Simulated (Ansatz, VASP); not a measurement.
# GaN in VASP and in Ansatz

The input POSCAR:

```
GaN
1.0
    0.0000000000      2.2535006075      2.1971630923
    2.2535006075      0.0000000000      2.1971630923
    2.2535006075      2.2535006075      0.0000000000
Ga N
1 1
Direct
    0.0000000000      0.0000000000      0.0000000000
    0.7500000000      0.7500000000      0.7500000000
```

INCAR.step1

```
PREC     = Accurate       # precision mode
ENCUT    = 520            # plane-wave cutoff, eV
ISMEAR   = 0              # smearing method
SIGMA    = 0.05           # smearing width, eV
LREAL    = F              # projectors in reciprocal space
LASPH    = T              # aspherical terms in the spheres
NELM     = 100            # most SCF steps
NBANDS   = 16             # bands
GGA      = PE             # functional
ALGO     = Normal         # electronic algorithm
EDIFF    = 1E-4           # SCF threshold, eV
LWAVE    = T              # write WAVECAR
LCHARG   = F              # write CHGCAR
```

INCAR.step2

```
PREC     = Accurate       # precision mode
ENCUT    = 520            # plane-wave cutoff, eV
EDIFF    = 1E-7           # SCF threshold, eV
ISMEAR   = 0              # smearing method
SIGMA    = 0.05           # smearing width, eV
LREAL    = F              # projectors in reciprocal space
LASPH    = T              # aspherical terms in the spheres
NELM     = 100            # most SCF steps
ALGO     = Normal         # electronic algorithm
ISIF     = 2              # what is computed and relaxed
LWAVE    = F              # write WAVECAR
LCHARG   = T              # write CHGCAR
METAGGA  = R2SCAN         # meta-GGA
LMIXTAU  = T            
LELF     = T              # ELF
LVHAR    = T            
NBANDS   = 16             # bands
ISTART   = 1
```

File KPOINTS:

```
Automatic mesh
0
Gamma
  10 10 10
```

Input for Ansatz:

```yaml
crystal:
  lattice:
    - [0.0, 2.2535006075, 2.1971630923]
    - [2.2535006075, 0.0, 2.1971630923]
    - [2.2535006075, 2.2535006075, 0.0]
  atoms:
    - { symbol: Ga, position: [0.0, 0.0, 0.0] }
    - { symbol: "N", position: [0.75, 0.75, 0.75] }
basis:
  ecutwfc: 500
kpoints:
  mp_grid: { grid: [10, 10, 10] }
hamiltonian:
  xc: r2scan
scf:
  occupations: { method: gaussian, width: 0.05 }
output:
  forces: true
  stress: true
  eigenvalues: true
```

Change from the starting cell: strain -0.0250 x Voigt [0, 0, 1, 0, 0, 0], atoms carried along.

Alike in both runs: task single point; functional r2SCAN; k mesh 10 × 10 × 10; occupations gaussian, width 0.05 eV; no spin polarisation.

|  | VASP | Ansatz |
| --- | --- | --- |
| version | VASP 6.6.1 | Ansatz 0.2.0 |
| potentials or method | VASP PAW PBE potentials, release 64 (Ga_d, N), cutoff 520 eV | scalar-relativistic, plane waves, PAW |
| valence electrons in the cell | 18 | 18 |

|  | VASP | Ansatz | Ansatz less VASP |
| --- | --- | --- | --- |
| gap on the k mesh at the Fermi level (eV) | 2.21 | 2.22 | +0.010 |
| least direct gap on the mesh (eV) | 2.21 | 2.22 | +0.010 |
| pressure (GPa) | 5.1 | 3.9 | -1.16 |
| traceless stress, the component that is largest in VASP (GPa) | 2.06 | 2.06 | +0.001 |

VASP's potentials were made for PBE, not for r2SCAN. With one functional, cell and mesh, what is left measures potentials, basis and numerics.
